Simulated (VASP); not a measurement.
# GaN (P6_3mc) in VASP: a series of runs

The runs below take GaN through single point, with PBE.

All numbers are computed with VASP 6.6.1; they aren't measurements. Logs are shortened: lines on timing, memory, paths and dates and some standing lists are left out, and cuts for length are marked.

**1. The cell of the first run**

It takes space group P6_3mc (No. 186, hexagonal). Conventional cell: a = 3.021 Å, b = 3.021 Å, c = 5.295 Å, α = 90.00°, β = 90.00°, γ = 120.00°. Ga (site symmetry 3m) has 4 N at 1.87 to 1.99 Å within 2.5 Å. Within 2.5 Å of N (site symmetry 3m) lie 4 Ga at 1.87 to 1.99 Å.

**2. Single point, PBE (strain -0.050 along x and y, +0.025 along z)**

The input, INCAR:

```
ALGO = Normal
EDIFF = 1E-7
ENCUT = 520
GGA = PE
ISIF = 2
ISMEAR = 0
LASPH = True
LCHARG = False
LREAL = False
LWAVE = False
NBANDS = 26
NELM = 60
PREC = Accurate
SIGMA = 0.05
```

The input, KPOINTS:

```
k-points
0
Gamma
  12 12 6
```

The input, POSCAR:

```
GaN
1.0
    3.0209996775      0.0000000000      0.0000000000
   -1.5104998388      2.6162624655      0.0000000000
    0.0000000000      0.0000000000      5.2951500000
Ga N
2 2
Direct
    0.3333333333      0.6666666667      0.0000000000
    0.6666666667      0.3333333333      0.5000000000
    0.3333333333      0.6666666667      0.3750000000
    0.6666666667      0.3333333333      0.8750000000
```

Potentials or basis: VASP PAW PBE potentials, release 64 (Ga_d, N).

Command:

```sh
$ cat potpaw_PBE.64/Ga_d/POTCAR potpaw_PBE.64/N/POTCAR > POTCAR
$ mpirun -np 1 vasp_std > vasp.out
```

OUTCAR:

```text
EDIFF = 1E-7
   ENCUT = 520
   GGA = PE
   ISIF = 2
   ISMEAR = 0
   LASPH = True
   LREAL = False
   NELM = 60
   PREC = Accurate

 ion  position               nearest neighbor table
   1  0.333  0.667  0.000-   4 1.87   4 1.87   4 1.87   3 1.99
   2  0.667  0.333  0.500-   3 1.87   3 1.87   3 1.87   4 1.99
   3  0.333  0.667  0.375-   2 1.87   2 1.87   2 1.87   1 1.99
   4  0.667  0.333  0.875-   1 1.87   1 1.87   1 1.87   2 1.99

  LATTYP: Found a hexagonal cell.
 ALAT       =     3.0209996775
 C/A-ratio  =     1.7527807234

  Lattice vectors:

 A1 = (   3.0209996775,   0.0000000000,   0.0000000000)
 A2 = (  -1.5104998388,   2.6162624655,   0.0000000000)
 A3 = (   0.0000000000,   0.0000000000,   5.2951500000)

Analysis of symmetry for initial positions (statically):
=====================================================================
 Subroutine PRICEL returns:
 Original cell was already a primitive cell.

 Routine SETGRP: Setting up the symmetry group for a
 hexagonal supercell.

 Subroutine GETGRP returns: Found 12 space group operations
 (whereof  6 operations were pure point group operations)
 out of a pool of 24 trial point group operations.

The static configuration has the point symmetry C_3v.
 The point group associated with its full space group is C_6v.

Analysis of symmetry for dynamics (positions and initial velocities):
=====================================================================
 Subroutine PRICEL returns:
 Original cell was already a primitive cell.

 Routine SETGRP: Setting up the symmetry group for a
 hexagonal supercell.

 Subroutine GETGRP returns: Found 12 space group operations
 (whereof  6 operations were pure point group operations)
 out of a pool of 24 trial point group operations.

The dynamic configuration has the point symmetry C_3v.
 The point group associated with its full space group is C_6v.

 Subroutine INISYM returns: Found 12 space group operations
 (whereof  6 operations are pure point group operations),
 and found     1 'primitive' translations

----------------------------------------------------------------------------------------

                                     Primitive cell

  volume of cell :      41.8514

[... 84 lines left out ...]
   ISTART =      0    job   : 0-new  1-cont  2-samecut
   ICHARG =      2    charge: 1-file 2-atom 10-const
   ISPIN  =      1    spin polarized calculation?
   LNONCOLLINEAR =      F non collinear calculations
   LSORBIT =      F    spin-orbit coupling
   LASPH  =      T    aspherical Exc in radial PAW
   ENCUT  =  520.0 eV  38.22 Ry    6.18 a.u.   5.62  5.62  9.85*2*pi/ulx,y,z
   NELM   =     60;   NELMIN=  2; NELMDL= -5     # of ELM steps
   EDIFF  = 0.1E-06   stopping-criterion for ELM
   LREAL  =      F    real-space projection
   EDIFFG = 0.1E-05   stopping-criterion for IOM
   NSW    =      0    number of steps for IOM
   IBRION =     -1    ionic relax: 0-MD 1-quasi-New 2-CG
   NFREE  =      0    steps in history (QN), initial steepest desc. (CG)
   ISIF   =      2    stress and relaxation
   ISYM   =      2    0-nonsym 1-usesym 2-fastsym
   POTIM  = 0.5000    time-step for ionic-motion
   TEBEG  =    0.0;   TEEND  =   0.0 temperature during run
   PSTRESS=    0.0 pullay stress
   NELECT =      36.0000    total number of electrons
   NUPDOWN=      -1.0000    fix difference up-down
   EMIN   =  10.00;   EMAX   =-10.00  energy-range for DOS
   EFERMI =   0.00;   METHOD = LEGACY
   ISMEAR =     0;   SIGMA  =   0.05  broadening in eV -4-tet -1-fermi 0-gaus
   EFERMI_NEDOS =   21; number of points for ismear=-14 and -15
   IALGO  =     38    algorithm
   IMIX   =      4    mixing-type and parameters
     AMIX     =   0.40;   BMIX     =  1.00
     AMIX_MAG =   1.60;   BMIX_MAG =  1.00
  volume/ion in A,a.u.               =      10.46        70.61
  Fermi-wavevector in a.u.,A,eV,Ry     =   1.556941  2.942192 32.981424  2.424066
  Thomas-Fermi vector in A             =   2.660664
   LORBIT       =      0    0 simple, 1 ext, 2 COOP (PROOUT), +10 PAW based schemes
   GGA     = PE    functional components
   LHFCALC =     F    Hartree Fock is set to
   AEXX    =    0.0000 exact exchange contribution
   IVDW    =     0    specifies the selected vdW correction
   LEPSILON=     F    determine dielectric tensor
   LRPA    =     F    only Hartree local field effects (RPA)
 non-spin polarized calculation
 Gauss-broadening in eV      SIGMA  =   0.05
  energy-cutoff  :      520.00
  volume of cell :       41.85
 maximum number of plane-waves:      1148
 NGX is ok and might be reduce to    24
   NGX = 11   NGY = 11   NGZ = 19

 number of electron      35.9999983 magnetization

 Free energy of the ion-electron system (eV)
  ---------------------------------------------------
  ext. energy  EPLUGINS =         0.00000000
  ---------------------------------------------------
  free energy    TOTEN  =       -23.73750565 eV

  energy without entropy =      -23.73750565  energy(sigma->0) =      -23.73750565

 E-fermi :   6.7122     XC(G=0): -12.1509

 val. band max:        6.4487196527   @ k =   0.0000   0.0000   0.0000
 cond. band min:       8.5509226183   @ k =   0.0000   0.0000   0.0000
 fundamental gap:      2.1022029656
 Fermi energy:         6.7121995428

 k-point     1 :       0.0000    0.0000    0.0000
  band No.  band energies     occupation
      1     -10.4787      2.00000
      2      -9.3798      2.00000
      3      -7.2399      2.00000
      4      -7.2399      2.00000
      5      -7.2348      2.00000
      6      -7.1776      2.00000
[... 685 lines left out ...]
     25      18.0907      0.00000
     26      20.0223      0.00000

 [... further k-points ...]
[... 5 lines left out ...]
  --------------------------------------------------------------------------------------
  -------------------------------------------------------------------------------------
  Total       10.0581372     10.0581372      1.3222250     -0.0000000      0.0000000      0.0000000
  in kB      385.0506691    385.0506691     50.6180814     -0.0000000      0.0000000      0.0000000
  external PRESSURE =     273.5731399 kB  Pullay stress =       0.0000000 kB

 VOLUME and BASIS-vectors are now :
 -----------------------------------------------------------------------------
  energy-cutoff  :      520.00
  volume of cell :       41.85
      direct lattice vectors                 reciprocal lattice vectors
     3.020999677  0.000000000  0.000000000     0.331016255  0.191112324  0.000000000
    -1.510499839  2.616262466  0.000000000     0.000000000  0.382224648  0.000000000
     0.000000000  0.000000000  5.295150000     0.000000000  0.000000000  0.188852063

 POSITION                                       TOTAL-FORCE (eV/Angst)
 -----------------------------------------------------------------------------------
     -0.00000      1.74417      0.00000         0.000000      0.000000      0.867320
      1.51050      0.87209      2.64757        -0.000000     -0.000000      0.867320
     -0.00000      1.74417      1.98568        -0.000000     -0.000000     -0.867320
      1.51050      0.87209      4.63326         0.000000     -0.000000     -0.867320
 -----------------------------------------------------------------------------------
    total drift:                               -0.000000     -0.000000     -0.000239

  FREE ENERGIE OF THE ION-ELECTRON SYSTEM (eV)
  ---------------------------------------------------
  free  energy   TOTEN  =       -23.7375056456 eV

  energy  without entropy=      -23.7375056456  energy(sigma->0) =      -23.73750565
```

stdout:

```text
POSCAR found type information on POSCAR GaN
 POSCAR found :  2 types and       4 ions
 scaLAPACK will be used
 LDA part: xc-table for (Slater+PW92), standard interpolation
 POSCAR, INCAR and KPOINTS ok, starting setup
 FFT: planning ... GRIDC
 FFT: planning ... GRID_SOFT
 FFT: planning ... GRID
 WAVECAR not read
 entering main loop
```

Run time: 56 s. Hardware: 1 thread of Intel Xeon Platinum 8488C (Sapphire Rapids), shared host; peak memory 0.2 GiB.

What came out:

* Free energy: -23.7375 eV
* Pressure: 27.4 GPa
* Largest force: 0.867 eV/Å
* Band gap on the k mesh: 2.10 eV, direct

Forces on the atoms (eV/Å):
```
Ga   0.000  0.000  0.867
Ga   0.000  0.000  0.867
N    0.000  0.000 -0.867
N    0.000  0.000 -0.867
```

Levels at points of the mesh, in eV from the valence-band top:
| k point | band 15 | band 16 | band 17 | band 18 | band 19 | band 20 | band 21 | band 22 |
| --- | --- | --- | --- | --- | --- | --- | --- | --- |
| (0.00, 0.00, 0.00) | -0.89 | -0.43 | 0.00 | 0.00 | 2.10 | 5.47 | 9.02 | 10.04 |
| (0.50, 0.00, 0.00) | -4.65 | -2.85 | -2.58 | -1.28 | 5.51 | 5.68 | 5.99 | 8.82 |
| (0.00, 0.00, 0.50) | -0.46 | -0.46 | -0.46 | -0.46 | 4.91 | 4.91 | 8.49 | 8.49 |
| (0.50, 0.00, 0.50) | -2.47 | -2.47 | -2.12 | -2.12 | 4.31 | 4.31 | 8.12 | 8.12 |

Caveat: the cell differs from its parent crystal (strain -0.050 along x and y, +0.025 along z).

(Part 1 of 2 ends here.)
